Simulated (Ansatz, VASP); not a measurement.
**CuO: VASP beside Ansatz**

File INCAR:

```
ALGO = Normal
EDIFF = 1E-6
ENCUT = 520
GGA = PS
ISIF = 2
ISMEAR = -1
LASPH = T
LCHARG = T
LELF = T
LREAL = F
LVHAR = T
LWAVE = F
NBANDS = 16
NELM = 80
PREC = Accurate
SIGMA = 0.05
```

The input KPOINTS:

```
k-points
0
Gamma
  10 10 10
```

POSCAR

```
CuO
1.0
    0.0000000000      2.3272527300      2.3272527300
    2.3272527300      0.0000000000      2.3272527300
    2.3272527300      2.3272527300      0.0000000000
Cu O
1 1
Direct
    0.0000000000      0.0000000000      0.0000000000
    0.2500000000      0.2500000000      0.2500000000
```

The input input.yaml:

```yaml
crystal:
  lattice:
    - [0.0, 2.32725273, 2.32725273]
    - [2.32725273, 0.0, 2.32725273]
    - [2.32725273, 2.32725273, 0.0]
  atoms:
    - { symbol: Cu, position: [0.0, 0.0, 0.0] }
    - { symbol: O, position: [0.25, 0.25, 0.25] }
hamiltonian:
  xc: pbesol
  pseudopotentials: { kind: paw }
kpoints:
  mp_grid: { grid: [10, 10, 10] }
  band_path:
    path:
      - [[0.0, 0.0, 0.0], [0.5, 0.0, 0.5], [0.5, 0.25, 0.75], [0.375, 0.375, 0.75], [0.0, 0.0, 0.0], [0.5, 0.5, 0.5], [0.625, 0.25, 0.625], [0.5, 0.25, 0.75], [0.5, 0.5, 0.5], [0.375, 0.375, 0.75]]
      - [[0.625, 0.25, 0.625], [0.5, 0.0, 0.5]]
    npoints: 14
scf:
  occupations: { method: fermi_dirac, width: 0.05 }
  n_extra_bands: 6
output:
  forces: true
  stress: true
  eigenvalues: true
  fatbands: true
```

Alike in both runs: functional PBEsol; k mesh 10 × 10 × 10; occupations fermi-dirac, width 0.05 eV; no spin polarisation.

|  | VASP | Ansatz |
| --- | --- | --- |
| version | VASP 6.6.1 | Ansatz 0.2.0 |
| potentials or method | VASP PAW PBE potentials, release 64 (Cu, O) | Ansatz PAW |
| plane-wave cutoff (eV) | 520 | 420 |
| valence electrons in the cell | 17 | 25 |
| task | single point | band structure |

Ansatz gave:

```
gap on the k mesh at the Fermi level (eV) : none
pressure (GPa)                            : -15.6
```

**Question.** Which values does VASP return?

**Answer.** gap on the k mesh at the Fermi level (eV): none; pressure (GPa): -15.1.

VASP's potentials were made for PBE, not for PBEsol. A gap of «none» marks a metal or a gap that the smearing closes. The functional is the same, so the differences come from potentials, cutoffs and numerics. VASP's potentials hold 17 valence electrons a cell and Ansatz's 25, so a difference there can come from the potentials and not from the codes.
